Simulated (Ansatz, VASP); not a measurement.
One calculation of SiSbTe2, two programs

INCAR

```
ALGO = Normal
EDIFF = 1E-7
ENCUT = 520
GGA = PE
ISIF = 2
ISMEAR = 0
LASPH = True
LCHARG = False
LREAL = False
LWAVE = False
NBANDS = 18
NELM = 60
PREC = Accurate
SIGMA = 0.1
```

The input KPOINTS:

```
k-points
0
Gamma
  6 6 4
```

File POSCAR:

```
SiSbTe2
1.0
    4.0611451500      0.0000000000      0.0000000000
   -2.0305725700      3.5170548600      0.0000000000
    0.0000000000      0.0000000000      4.7560732600
Si Sb Te
1 1 2
Direct
    0.0000000000      0.0000000000      0.5000000000
    0.0000000000      0.0000000000      0.0000000000
    0.3333333300      0.6666666700      0.9880353100
    0.6666666700      0.3333333300      0.0119646900
```

Input for Ansatz:

```yaml
crystal:
  lattice:
    - [4.06114515, 0.0, 0.0]
    - [-2.03057257, 3.51705486, 0.0]
    - [0.0, 0.0, 4.75607326]
  atoms:
    - { symbol: Si, position: [0.0, 0.0, 0.5] }
    - { symbol: Sb, position: [0.0, 0.0, 0.0] }
    - { symbol: Te, position: [0.33333333, 0.66666667, 0.98803531] }
    - { symbol: Te, position: [0.66666667, 0.33333333, 0.01196469] }
basis:
  ecutwfc: 420
kpoints:
  mp_grid: { grid: [6, 6, 4] }
hamiltonian:
  xc: pbe
scf:
  occupations: { method: gaussian, width: 0.1 }
  lower_state_search: "off"
output:
  forces: true
  stress: true
  eigenvalues: true
```

Alike in both runs: task single point; functional PBE; k mesh 6 × 6 × 4; occupations gaussian, width 0.1 eV; no spin polarisation.

|  | VASP | Ansatz |
| --- | --- | --- |
| version | VASP 6.6.1 | Ansatz 0.2.0 |
| potentials or method | VASP PAW PBE potentials, release 64 (Si, Sb, Te), cutoff 520 eV | scalar-relativistic, plane waves, PAW |
| valence electrons in the cell | 21 | 51 |

```csv
,VASP,Ansatz,Ansatz less VASP
gap on the k mesh at the Fermi level (eV),none,none,-
rms of the force components (eV/Å),0.851,0.838,-0.0134
```

Atom by atom the forces differ by 0.013 eV/Å (rms over components). A gap of «none» marks a metal or a gap that the smearing closes. VASP's potentials hold 21 valence electrons a cell and Ansatz's 51, so a difference there can come from the potentials and not from the codes.

Neither program's run includes spin-orbit coupling.
